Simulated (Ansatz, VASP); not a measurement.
**Al2HCl in VASP and in Ansatz**

```
Al H Cl
1.0
     1.66218    0.95966    6.35708
    -1.66218    0.95966    6.35708
     0.00000   -1.91932    6.35708
Al H Cl
2 1 1
Direct
  0.77794 0.77794 0.77794
  0.22206 0.22206 0.22206
  0.50000 0.50000 0.50000
  0.00000 0.00000 0.00000
```

Alike in both runs: functional PBE; k mesh 6 × 6 × 6; occupations gaussian, width 0.1 eV; no spin polarisation.

Ansatz relaxed the structure, and its values are those at the end. VASP's run is a single point on that final structure, the one shown.

```csv
,VASP,Ansatz
version,VASP 6.6.1,Ansatz 0.2.0
potentials or method,"VASP PAW PBE potentials, release 64 (Al, H, Cl), cutoff 500 eV","scalar-relativistic, plane waves, PAW"
valence electrons in the cell,14,14
```

|  | VASP | Ansatz | Ansatz less VASP |
| --- | --- | --- | --- |
| gap on the k mesh at the Fermi level (eV) | none | none | - |
| pressure (GPa) | 0.0 | 0.1 | +0.06 |

A gap of «none» marks a metal or a gap that the smearing closes.

The k mesh is coarse, so the values compare programs but aren't converged.
